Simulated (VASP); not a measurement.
# Si (P6_3/mmc) in VASP: notebook

Runs on Si. Level: PBEsol. Tasks: single point.

Everything below comes from runs of VASP 6.6.1. Logs are shortened: lines on timing, memory, paths and dates and some standing lists are left out, and cuts for length are marked.

## 1. The cell of the first run

Symmetry: P6_3/mmc, No. 194, hexagonal system. Conventional cell: a = 2.678 Å, b = 2.678 Å, c = 4.506 Å, α = 90.00°, β = 90.00°, γ = 120.00°. Within 3.5 Å of Si (site symmetry -6m2) lie 12 Si at 2.68 to 2.73 Å.

This isn't the form of Si at room conditions, which is diamond.

## 2. Single point, PBEsol

File INCAR:

```
SYSTEM = Si
PREC = Accurate
ENCUT = 520
EDIFF = 1E-6
ISMEAR = -1
SIGMA = 0.1
LREAL = .False.
LASPH = .True.
NELM = 80
ALGO = Normal
ISIF = 2
LWAVE = .False.
LCHARG = .False.
GGA = PS
NBANDS = 11
```

File KPOINTS:

```
Automatic mesh
0
Gamma
  13 13 7
  0 0 0
```

File POSCAR:

```
Si
1.0
    2.6777623518      0.0000000000      0.0000000000
   -1.3388811759      2.3190102220      0.0000000000
    0.0000000000      0.0000000000      4.5057119693
Si
2
Direct
    0.3333333333      0.6666666667      0.2500000000
    0.6666666667      0.3333333333      0.7500000000
```

Potentials or basis: VASP PAW PBE potentials, release 64 (Si).

Launch:

```bash
> cat potpaw_PBE.64/Si/POTCAR > POTCAR
> mpirun -np 1 vasp_std > vasp.out
```

OUTCAR:

```text
SYSTEM = Si
   PREC = Accurate
   ENCUT = 520
   EDIFF = 1E-6
   ISMEAR = -1
   LREAL = .False.
   LASPH = .True.
   NELM = 80
   ISIF = 2
   GGA = PS

 ion  position               nearest neighbor table
   1  0.333  0.667  0.250-   2 2.73   2 2.73   2 2.73   2 2.73   2 2.73   2 2.73
   2  0.667  0.333  0.750-   1 2.73   1 2.73   1 2.73   1 2.73   1 2.73   1 2.73

  LATTYP: Found a hexagonal cell.
 ALAT       =     2.6777623518
 C/A-ratio  =     1.6826407191

  Lattice vectors:

 A1 = (   2.6777623518,   0.0000000000,   0.0000000000)
 A2 = (  -1.3388811759,   2.3190102220,   0.0000000000)
 A3 = (   0.0000000000,   0.0000000000,   4.5057119693)

Analysis of symmetry for initial positions (statically):
=====================================================================
 Subroutine PRICEL returns:
 Original cell was already a primitive cell.

 Routine SETGRP: Setting up the symmetry group for a
 hexagonal supercell.

 Subroutine GETGRP returns: Found 24 space group operations
 (whereof 12 operations were pure point group operations)
 out of a pool of 24 trial point group operations.

The static configuration has the point symmetry D_3d.
 The point group associated with its full space group is D_6h.

Analysis of symmetry for dynamics (positions and initial velocities):
=====================================================================
 Subroutine PRICEL returns:
 Original cell was already a primitive cell.

 Routine SETGRP: Setting up the symmetry group for a
 hexagonal supercell.

 Subroutine GETGRP returns: Found 24 space group operations
 (whereof 12 operations were pure point group operations)
 out of a pool of 24 trial point group operations.

The dynamic configuration has the point symmetry D_3d.
 The point group associated with its full space group is D_6h.

 Subroutine INISYM returns: Found 24 space group operations
 (whereof 12 operations are pure point group operations),
 and found     1 'primitive' translations

----------------------------------------------------------------------------------------

                                     Primitive cell

  volume of cell :      27.9794

  direct lattice vectors                    reciprocal lattice vectors
     2.677762352  0.000000000  0.000000000     0.373446135  0.215609226  0.000000000
    -1.338881176  2.319010222  0.000000000     0.000000000  0.431218453  0.000000000
     0.000000000  0.000000000  4.505711969     0.000000000  0.000000000  0.221940507

  length of vectors
     2.677762352  2.677762352  4.505711969     0.431218453  0.431218453  0.221940507
[... 90 lines left out ...]
   TEBEG  =    0.0;   TEEND  =   0.0 temperature during run
   PSTRESS=    0.0 pullay stress
   NELECT =       8.0000    total number of electrons
   NUPDOWN=      -1.0000    fix difference up-down
   EMIN   =  10.00;   EMAX   =-10.00  energy-range for DOS
   EFERMI =   0.00;   METHOD = LEGACY
   ISMEAR =    -1;   SIGMA  =   0.10  broadening in eV -4-tet -1-fermi 0-gaus
   EFERMI_NEDOS =   21; number of points for ismear=-14 and -15
   IALGO  =     38    algorithm
   IMIX   =      4    mixing-type and parameters
     AMIX     =   0.40;   BMIX     =  1.00
     AMIX_MAG =   1.60;   BMIX_MAG =  1.00
  volume/ion in A,a.u.               =      13.99        94.41
  Fermi-wavevector in a.u.,A,eV,Ry     =   1.078513  2.038094 15.826170  1.163191
  Thomas-Fermi vector in A             =   2.214454
   LORBIT       =      0    0 simple, 1 ext, 2 COOP (PROOUT), +10 PAW based schemes
   GGA     = PS    functional components
   LHFCALC =     F    Hartree Fock is set to
   AEXX    =    0.0000 exact exchange contribution
   IVDW    =     0    specifies the selected vdW correction
   LEPSILON=     F    determine dielectric tensor
   LRPA    =     F    only Hartree local field effects (RPA)
 non-spin polarized calculation
  energy-cutoff  :      520.00
  volume of cell :       27.98
 maximum number of plane-waves:       771
 NGX is ok and might be reduce to    20
   NGX =  9   NGY =  9   NGZ = 17

 number of electron       8.0000001 magnetization

 Free energy of the ion-electron system (eV)
  ---------------------------------------------------
  ext. energy  EPLUGINS =         0.00000000
  ---------------------------------------------------
  free energy    TOTEN  =       -10.74762726 eV

  energy without entropy =      -10.72462382  energy(sigma->0) =      -10.73612554

 E-fermi :  10.5591     XC(G=0): -11.3814

 val. band max:       10.5044154372   @ k =   0.4615   0.0000   0.1429
 cond. band min:      10.5749240586   @ k =   0.4615   0.0769   0.0000
 fundamental gap:      0.0705086214
 Fermi energy:        10.5591385964

 k-point     1 :       0.0000    0.0000    0.0000
  band No.  band energies     occupation
      1      -4.1994      2.00000
      2       2.4420      2.00000
      3       3.2597      2.00000
      4      19.4692      0.00000
      5      19.4692      0.00000
      6      20.7709      0.00000
      7      20.7709      0.00000
      8      21.4814      0.00000
      9      21.6967      0.00000
     10      23.8839      0.00000
     11      24.6765      0.00000
[... 309 lines left out ...]
 k-point    24 :       0.1538    0.0000    0.1429
  band No.  band energies     occupation
      1      -3.4151      2.00000
      2       1.5896      2.00000
      3       5.6052      2.00000
      4      14.3648      0.00000
      5      17.1547      0.00000
      6      18.6642      0.00000
      7      18.8274      0.00000
      8      20.2171      0.00000
      9      21.1832      0.00000
     10      22.5785      0.00000
     11      24.5159      0.00000

 [... further k-points ...]

------------------------ aborting loop because EDIFF is reached ----------------------------------------

  FORCE on cell =-STRESS in cart. coord.  units (eV):
  Direction    XX          YY          ZZ          XY          YZ          ZX
  --------------------------------------------------------------------------------------
  -------------------------------------------------------------------------------------
  Total        0.0207865      0.0207865      0.0174977      0.0000000     -0.0000000      0.0000000
  in kB        1.1902945      1.1902945      1.0019683      0.0000000     -0.0000000      0.0000000
  external PRESSURE =       1.1275191 kB  Pullay stress =       0.0000000 kB

 VOLUME and BASIS-vectors are now :
 -----------------------------------------------------------------------------
  energy-cutoff  :      520.00
  volume of cell :       27.98
      direct lattice vectors                 reciprocal lattice vectors
     2.677762352  0.000000000  0.000000000     0.373446135  0.215609226  0.000000000
    -1.338881176  2.319010222  0.000000000     0.000000000  0.431218453  0.000000000
     0.000000000  0.000000000  4.505711969     0.000000000  0.000000000  0.221940507

 POSITION                                       TOTAL-FORCE (eV/Angst)
 -----------------------------------------------------------------------------------
     -0.00000      1.54601      1.12643         0.000000     -0.000000      0.000000
      1.33888      0.77300      3.37928        -0.000000      0.000000      0.000000
 -----------------------------------------------------------------------------------
    total drift:                                0.000000     -0.000000      0.000000

  FREE ENERGIE OF THE ION-ELECTRON SYSTEM (eV)
  ---------------------------------------------------
  free  energy   TOTEN  =       -10.7476272633 eV

  energy  without entropy=      -10.7246238158  energy(sigma->0) =      -10.73612554
```

stdout:

```text
POSCAR found type information on POSCAR Si
 POSCAR found :  1 types and       2 ions
 scaLAPACK will be used
 -----------------------------------------------------------------------------
|                                                                             |
|                                                                             |
|     You enforced a specific xc type in the INCAR file but a different       |
|     I HOPE YOU KNOW WHAT YOU ARE DOING!                                     |
|                                                                             |
 -----------------------------------------------------------------------------

 LDA part: xc-table for (Slater+PW92), standard interpolation
 POSCAR, INCAR and KPOINTS ok, starting setup
 FFT: planning ... GRIDC
 FFT: planning ... GRID_SOFT
 FFT: planning ... GRID
 WAVECAR not read
 entering main loop
```

Run time: 15 s. Hardware: 1 thread of Intel Xeon 8259CL, shared host; peak memory 0.14 GiB.

What came out:

- Free energy: -10.7476 eV
- Pressure: 0.1 GPa
- Band gap on the k mesh: zero (bands 4 and 5 overlap by 12.10 eV)

Caveat: the PAW data sets were made with another functional, which shifts forces and pressure a little.

## 3. Single point, PBEsol (12.31 Å³/atom)

This run uses another cell than the first one, of 12.31 Å³/atom.

File INCAR:

```
SYSTEM = Si
PREC     = Accurate       ! precision mode
ENCUT    = 520            ! plane-wave cutoff, eV
EDIFF    = 1E-6           ! SCF threshold, eV
ISMEAR   = -1             ! smearing method
SIGMA    = 0.1            ! smearing width, eV
LREAL    = .FALSE.        ! projectors in reciprocal space
LASPH    = .TRUE.         ! aspherical terms in the spheres
NELM     = 60             ! most SCF steps
ALGO     = Normal         ! electronic algorithm
ISIF     = 2              ! what is computed and relaxed
LWAVE    = .FALSE.        ! write WAVECAR
LCHARG   = .FALSE.        ! write CHGCAR
GGA      = PS             ! functional
NBANDS   = 11             ! bands
```

File KPOINTS:

```
regular mesh
0
G
  15 15 8
  0 0 0
```

File POSCAR:

```
Si
1.0
    2.5660567410      0.0000000000      0.0000000000
   -1.2830283705      2.2222703253      0.0000000000
    0.0000000000      0.0000000000      4.3177515599
Si
2
Direct
    0.3333333333      0.6666666667      0.2500000000
    0.6666666667      0.3333333333      0.7500000000
```

Potentials or basis: VASP PAW PBE potentials, release 64 (Si).

Launch:

```bash
> cat potpaw_PBE.64/Si/POTCAR > POTCAR
> mpirun -np 1 vasp_std > vasp.out
```

It took 26 s on 1 thread of Intel Xeon 8259CL, shared host; peak memory 0.15 GiB.

It converged, with:

- Free energy: -10.6130 eV
- Pressure: 16.1 GPa
- Band gap on the k mesh: zero (bands 4 and 5 overlap by 14.07 eV)

Stress tensor (GPa, compression positive):
```
15.64  0.00  0.00
 0.00 15.64  0.00
 0.00  0.00 16.93
```

Levels at points of the mesh, in eV from the Fermi level:
```tsv
k point	band 2	band 3	band 4	band 5	band 6	band 7
(0.00, 0.00, 0.00)	-8.54	-8.18	10.02	10.02	10.98	10.98
(0.00, 0.00, 0.50)	-14.07	0.79	0.79	11.60	11.60	11.60
```

Caveat: the cell stands under pressure; the PAW data sets were made with another functional, which shifts forces and pressure a little.

(Continued in part 2 of 2.)
